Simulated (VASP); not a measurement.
# AlN (P1) in VASP: single point with r2SCAN

Aim: the single point of AlN with r2SCAN.

All numbers are computed with VASP 6.6.1; they aren't measurements. Logs are shortened: lines on timing, memory, paths and dates and some standing lists are left out, and cuts for length are marked.

## Step 1: The cell of the first run

The typed cell holds 8 atoms: a = 4.368 Å, b = 4.368 Å, c = 4.368 Å, α = 90.00°, β = 90.00°, γ = 90.00°.

## Step 2: Single point, r2SCAN (atoms moved at random)

POSCAR reads:

```
AlN
1.0
    4.3679871192      0.0000000000      0.0000000000
    0.0000000000     -4.3679871192      0.0000000000
    0.0000000000      0.0000000000     -4.3679871192
Al N
4 4
Direct
    0.0015173386      0.4853591589      0.4852187059
    0.4905107619      0.0150630742      0.5005822066
    0.5057812798      0.4915155733     -0.0068423574
    0.0030464684      0.0010998814      0.0001936979
    0.7348622086      0.7551521926      0.7587472363
    0.2561810148      0.2374198011      0.7465331279
    0.2608574415      0.7650125782      0.2728887769
    0.7472434864      0.2493777403      0.2426786059
```

INCAR.step1 reads:

```
ALGO = Normal ; EDIFF = 1E-4
ENCUT = 520 ; GGA = PE
ISMEAR = 0 ; LASPH = T
LCHARG = F ; LREAL = F
LWAVE = T ; NBANDS = 26
NELM = 100 ; PREC = Accurate
SIGMA = 0.05
```

INCAR.step2 reads:

```
ALGO = Normal ; EDIFF = 1E-6
ENCUT = 520 ; ISIF = 2
ISMEAR = 0 ; ISTART = 1
LASPH = T ; LCHARG = T
LELF = T ; LMIXTAU = T
LREAL = F ; LVHAR = T
LWAVE = F ; METAGGA = R2SCAN
NBANDS = 26 ; NELM = 100
PREC = Accurate ; SIGMA = 0.05
```

KPOINTS reads:

```
k-points
0
Gamma
  6 6 6
```

Potentials or basis: VASP PAW PBE potentials, release 64 (Al, N).

Command:

```bash
cat potpaw_PBE.64/Al/POTCAR potpaw_PBE.64/N/POTCAR > POTCAR
cp INCAR.step1 INCAR
mpirun -np 1 vasp_std > vasp.out
cp INCAR.step2 INCAR
mpirun -np 1 vasp_std > vasp.out
```

OUTCAR:

```text
EDIFF = 1E-6
   ENCUT = 520
   ISIF = 2
   ISMEAR = 0
   ISTART = 1
   LASPH = T
   LREAL = F
   METAGGA = R2SCAN
   NELM = 100
   PREC = Accurate

 ion  position               nearest neighbor table
   1  0.002  0.485  0.485-   8 1.85   7 1.91   6 1.93   5 2.04   2 2.96   4 2.99   2 3.03   3 3.05
                             3 3.08   4 3.09   4 3.09   3 3.10   3 3.13   2 3.15   4 3.18   2 3.22
   2  0.491  0.015  0.501-   6 1.77   7 1.79   8 1.89   5 1.92   1 2.96   3 2.99   1 3.03   3 3.04
                             4 3.05   4 3.05   4 3.13   4 3.13   3 3.14   1 3.15   3 3.19   1 3.22
   3  0.506  0.492  0.993-   5 1.84   8 1.85   6 1.89   7 2.02   2 2.99   2 3.04   4 3.05   1 3.05
                             4 3.07   1 3.08   1 3.10   4 3.11   1 3.13   4 3.13   2 3.14   2 3.19
   4  0.003  0.001  0.000-   6 1.88   8 1.88   5 1.91   7 1.94   1 2.99   2 3.05   3 3.05   2 3.05
                             3 3.07   1 3.09   1 3.09   3 3.11   3 3.13   2 3.13   2 3.13   1 3.18
   5  0.735  0.755  0.759-   3 1.84   4 1.91   2 1.92   1 2.04
   6  0.256  0.237  0.747-   2 1.77   4 1.88   3 1.89   1 1.93
   7  0.261  0.765  0.273-   2 1.79   1 1.91   4 1.94   3 2.02
   8  0.747  0.249  0.243-   1 1.85   3 1.85   4 1.88   2 1.89

  LATTYP: Found a simple cubic cell.
 ALAT       =     4.3679871192

  Lattice vectors:

 A1 = (   4.3679871192,   0.0000000000,   0.0000000000)
 A2 = (   0.0000000000,  -4.3679871192,   0.0000000000)
 A3 = (   0.0000000000,   0.0000000000,  -4.3679871192)

Analysis of symmetry for initial positions (statically):
=====================================================================
 Subroutine PRICEL returns:
 Original cell was already a primitive cell.

 Routine SETGRP: Setting up the symmetry group for a
 simple cubic supercell.

 Subroutine GETGRP returns: Found  1 space group operations
 (whereof  1 operations were pure point group operations)
 out of a pool of 48 trial point group operations.

The static configuration has the point symmetry C_1 .

Analysis of symmetry for dynamics (positions and initial velocities):
=====================================================================
 Subroutine PRICEL returns:
 Original cell was already a primitive cell.

 Routine SETGRP: Setting up the symmetry group for a
 simple cubic supercell.

 Subroutine GETGRP returns: Found  1 space group operations
 (whereof  1 operations were pure point group operations)
 out of a pool of 48 trial point group operations.

The dynamic configuration has the point symmetry C_1 .

 Subroutine INISYM returns: Found  1 space group operations
 (whereof  1 operations are pure point group operations),
 and found     1 'primitive' translations

----------------------------------------------------------------------------------------

                                     Primitive cell

  volume of cell :      83.3382

  direct lattice vectors                    reciprocal lattice vectors
     4.367987119  0.000000000  0.000000000     0.228938404  0.000000000  0.000000000
     0.000000000 -4.367987119  0.000000000     0.000000000 -0.228938404  0.000000000
     0.000000000  0.000000000 -4.367987119     0.000000000  0.000000000 -0.228938404

  length of vectors
     4.367987119  4.367987119  4.367987119     0.228938404  0.228938404  0.228938404

  position of ions in fractional coordinates (direct lattice)
     0.001517339  0.485359159  0.485218706
     0.490510762  0.015063074  0.500582207
     0.505781280  0.491515573  0.993157643
     0.003046468  0.001099881  0.000193698
     0.734862209  0.755152193  0.758747236
     0.256181015  0.237419801  0.746533128
     0.260857442  0.765012578  0.272888777
     0.747243486  0.249377740  0.242678606

  ion indices of the primitive-cell ions
   primitive index   ion index
                 1           1
                 2           2
                 3           3
                 4           4
                 5           5
                 6           6
                 7           7
                 8           8

----------------------------------------------------------------------------------------

 KPOINTS: k-points

Automatic generation of k-mesh.
 Grid dimensions read from file:
 generate k-points for:    6    6    6

 Generating k-lattice:

  Cartesian coordinates                     Fractional coordinates (reciprocal lattice)
     0.038156401  0.000000000  0.000000000     0.166666667  0.000000000  0.000000000
     0.000000000 -0.038156401  0.000000000     0.000000000  0.166666667  0.000000000
     0.000000000  0.000000000 -0.038156401     0.000000000  0.000000000  0.166666667

  Length of vectors
     0.038156401  0.038156401  0.038156401

  Shift w.r.t. Gamma in fractional coordinates (k-lattice)
     0.000000000  0.000000000  0.000000000

 Subroutine IBZKPT returns following result:
 ===========================================

 Found    112 irreducible k-points:

 Following reciprocal coordinates:
            Coordinates               Weight
  0.000000  0.000000  0.000000      1.000000
  0.166667  0.000000  0.000000      2.000000
  0.000000  0.166667  0.000000      2.000000
  0.000000  0.000000  0.166667      2.000000
  0.333333  0.000000  0.000000      2.000000
  0.000000  0.333333  0.000000      2.000000
[... 16 lines left out ...]
  0.000000 -0.333333  0.166667      2.000000
 -0.166667  0.000000  0.333333      2.000000
 [... further k-points ...]
   k-points           NKPTS =    112   k-points in BZ     NKDIM =    112   number of bands    NBANDS=     26
   number of dos      NEDOS =    301   number of ions     NIONS =      8
   total plane-waves  NPLWV =  32768
   dimension x,y,z NGX =    32 NGY =   32 NGZ =   32
   dimension x,y,z NGXF=    64 NGYF=   64 NGZF=   64
   ions per type =               4   4
   NGX,Y,Z   is equivalent  to a cutoff of  12.18, 12.18, 12.18 a.u.
   NGXF,Y,Z  is equivalent  to a cutoff of  24.36, 24.36, 24.36 a.u.
 SYSTEM =  unknown system
   PREC   = accura    normal or accurate (medium, high low for compatibility)
   ISTART =      1    job   : 0-new  1-cont  2-samecut
   ICHARG =      0    charge: 1-file 2-atom 10-const
   ISPIN  =      1    spin polarized calculation?
   LNONCOLLINEAR =      F non collinear calculations
   LSORBIT =      F    spin-orbit coupling
   LASPH  =      T    aspherical Exc in radial PAW
   ENCUT  =  520.0 eV  38.22 Ry    6.18 a.u.   8.12  8.12  8.12*2*pi/ulx,y,z
   NELM   =    100;   NELMIN=  2; NELMDL=  0     # of ELM steps
   EDIFF  = 0.1E-05   stopping-criterion for ELM
   LREAL  =      F    real-space projection
   EDIFFG = 0.1E-04   stopping-criterion for IOM
   NSW    =      0    number of steps for IOM
   IBRION =     -1    ionic relax: 0-MD 1-quasi-New 2-CG
   NFREE  =      0    steps in history (QN), initial steepest desc. (CG)
   ISIF   =      2    stress and relaxation
   ISYM   =      2    0-nonsym 1-usesym 2-fastsym
   POTIM  = 0.5000    time-step for ionic-motion
   TEBEG  =    0.0;   TEEND  =   0.0 temperature during run
   PSTRESS=    0.0 pullay stress
   NELECT =      32.0000    total number of electrons
   NUPDOWN=      -1.0000    fix difference up-down
   EMIN   =  10.00;   EMAX   =-10.00  energy-range for DOS
   EFERMI =   0.00;   METHOD = LEGACY
   ISMEAR =     0;   SIGMA  =   0.05  broadening in eV -4-tet -1-fermi 0-gaus
   EFERMI_NEDOS =   21; number of points for ismear=-14 and -15
   IALGO  =     38    algorithm
   IMIX   =      4    mixing-type and parameters
     AMIX     =   0.40;   BMIX     =  1.00
     AMIX_MAG =   1.60;   BMIX_MAG =  1.00
  volume/ion in A,a.u.               =      10.42        70.30
  Fermi-wavevector in a.u.,A,eV,Ry     =   1.189899  2.248583 19.263943  1.415860
  Thomas-Fermi vector in A             =   2.325996
   LORBIT       =      0    0 simple, 1 ext, 2 COOP (PROOUT), +10 PAW based schemes
   METAGGA = R2SCAN    functional components
   LHFCALC =     F    Hartree Fock is set to
   AEXX    =    0.0000 exact exchange contribution
   IVDW    =     0    specifies the selected vdW correction
   LEPSILON=     F    determine dielectric tensor
   LRPA    =     F    only Hartree local field effects (RPA)
 non-spin polarized calculation
 Gauss-broadening in eV      SIGMA  =   0.05
  energy-cutoff  :      520.00
  volume of cell :       83.34
 maximum number of plane-waves:      2272
   NGX = 17   NGY = 17   NGZ = 17

 number of electron      32.0000001 magnetization

 Free energy of the ion-electron system (eV)
  ---------------------------------------------------
  ext. energy  EPLUGINS =         0.00000000
  ---------------------------------------------------
  free energy    TOTEN  =       -76.12362544 eV

  energy without entropy =      -76.12362544  energy(sigma->0) =      -76.12362544

 E-fermi :   6.1657     XC(G=0): -11.4175

 val. band max:        5.9141181706   @ k =   0.0000   0.0000   0.0000
 cond. band min:       9.1403021453   @ k =   0.0000   0.0000   0.0000
 fundamental gap:      3.2261839747
 Fermi energy:         6.1657121948

 k-point     1 :       0.0000    0.0000    0.0000
  band No.  band energies     occupation
      1     -10.1087      2.00000
      2      -7.7493      2.00000
      3      -7.3988      2.00000
      4      -7.0607      2.00000
      5       0.6475      2.00000
      6       0.7227      2.00000
[... 18 lines left out ...]
     25      19.0909      0.00000
     26      19.1613      0.00000

 k-point     2 :       0.1667    0.0000    0.0000
  band No.  band energies     occupation
      1      -9.9751      2.00000
      2      -7.8877      2.00000
      3      -7.3949      2.00000
      4      -7.1391      2.00000
      5       0.7790      2.00000
      6       0.9110      2.00000
[... 18 lines left out ...]
     25      19.2382      0.00000
     26      19.3676      0.00000

 k-point     3 :       0.0000    0.1667    0.0000
  band No.  band energies     occupation
      1      -9.9790      2.00000
      2      -7.7446      2.00000
      3      -7.6163      2.00000
      4      -7.0574      2.00000
      5       0.7951      2.00000
      6       0.8864      2.00000
[... 572 lines left out ...]
 k-point    23 :       0.0000   -0.3333    0.1667
  band No.  band energies     occupation
      1      -9.5020      2.00000
      2      -8.1068      2.00000
      3      -7.8258      2.00000
      4      -7.1355      2.00000
      5       1.1399      2.00000
      6       1.3970      2.00000
[... 18 lines left out ...]
     25      18.1651      0.00000
     26      18.4404      0.00000

 k-point    24 :      -0.1667    0.0000    0.3333
  band No.  band energies     occupation
      1      -9.4731      2.00000
      2      -8.3236      2.00000
      3      -7.4766      2.00000
      4      -7.2973      2.00000
      5       1.1332      2.00000
      6       1.4417      2.00000
[... 18 lines left out ...]
     25      18.2557      0.00000
     26      18.4466      0.00000

 [... further k-points ...]
[... 5 lines left out ...]
  --------------------------------------------------------------------------------------
  -------------------------------------------------------------------------------------
  Total        1.0774596      0.8859457      1.1147413     -0.8528268      0.9718889     -0.0235120
  in kB       20.7141700     17.0323140     21.4309113    -16.3956029     18.6845715     -0.4520183
  external PRESSURE =      19.7257984 kB  Pullay stress =       0.0000000 kB

 VOLUME and BASIS-vectors are now :
 -----------------------------------------------------------------------------
  energy-cutoff  :      520.00
  volume of cell :       83.34
      direct lattice vectors                 reciprocal lattice vectors
     4.367987119  0.000000000  0.000000000     0.228938404  0.000000000  0.000000000
     0.000000000 -4.367987119  0.000000000     0.000000000 -0.228938404  0.000000000
     0.000000000  0.000000000 -4.367987119     0.000000000  0.000000000 -0.228938404

 POSITION                                       TOTAL-FORCE (eV/Angst)
 -----------------------------------------------------------------------------------
      0.00663     -2.12004     -2.11943        -0.091125     -1.752966     -1.360573
      2.14254     -0.06580     -2.18654         2.041932      1.465193     -0.131165
      2.20925     -2.14693     -4.33810        -0.762646     -1.243339     -0.505821
      0.01331     -0.00480     -0.00085        -0.216672      1.044915     -0.046645
      3.20987     -3.29850     -3.31420         1.490996      0.318573      0.930364
      1.11900     -1.03705     -3.26085        -1.376903     -1.798843     -0.846211
      1.13942     -3.34157     -1.19197        -1.444893      1.899660      2.235788
      3.26395     -1.08928     -1.06002         0.359310      0.066807     -0.275737
 -----------------------------------------------------------------------------------
    total drift:                               -0.004552      0.002341      0.000093

  FREE ENERGIE OF THE ION-ELECTRON SYSTEM (eV)
  ---------------------------------------------------
  free  energy   TOTEN  =       -76.1236254414 eV

  energy  without entropy=      -76.1236254414  energy(sigma->0) =      -76.12362544
```

Wall time 16 min (1 thread of Oxide Virtual Turin-like, shared host); peak memory 0.27 GiB.

What came out:

- Free energy: -76.1236 eV
- Pressure: 2.0 GPa
- Largest force: 3.270 eV/Å
- Band gap on the k mesh: 3.23 eV

Forces in eV/Å, atoms in the order of the input:
```
Al  -0.091 -1.753 -1.361
Al   2.042  1.465 -0.131
Al  -0.763 -1.243 -0.506
Al  -0.217  1.045 -0.047
N    1.491  0.319  0.930
N   -1.377 -1.799 -0.846
N   -1.445  1.900  2.236
N    0.359  0.067 -0.276
```

Caveat: the cell differs from its parent crystal (atoms moved at random); the PAW data sets were made with another functional, which shifts forces and pressure a little.
